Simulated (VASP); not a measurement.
**Si2Ni: single point with PBE**

The system is Si2Ni.

```
Si Ni
1.0
     0.00000    2.66758    2.66758
     2.66758    0.00000    2.66758
     2.66758    2.66758    0.00000
Si Ni
2 1
Direct
  0.25000 0.25000 0.25000
  0.75000 0.75000 0.75000
  0.00000 0.00000 0.00000
```

| Property | Result |
| --- | --- |
| Program | VASP 6.6.1 |
| Task | single point |
| Functional | PBE |
| Potentials or basis | VASP PAW PBE potentials, release 64 (Si, Ni) |
| Cutoff | 520 eV |
| k mesh | 14 × 14 × 14 |
| Occupations | gaussian, width 0.15 eV |
| Spin | collinear spin, ferromagnetic start |
| Starting moments | [0.0, 0.0, 0.125] μB |
| Fixed moment | 0.125 μB |

| Quantity | Value |
| --- | --- |
| Pressure | 10.2 GPa |
| Net moment | 0.12 μB per cell |
| Site moments | Si +0.02; Ni +0.07 μB |
| Valence electrons inside the program's atomic spheres | Si 1.61; Ni 9.91 |

Run time: 2.3 min on 1 thread of Intel(R) Xeon(R) 6975P-C (Granite Rapids) (shared host), peak memory 0.25 GiB.

Caveat: the total moment is fixed, so each spin has its own Fermi level.
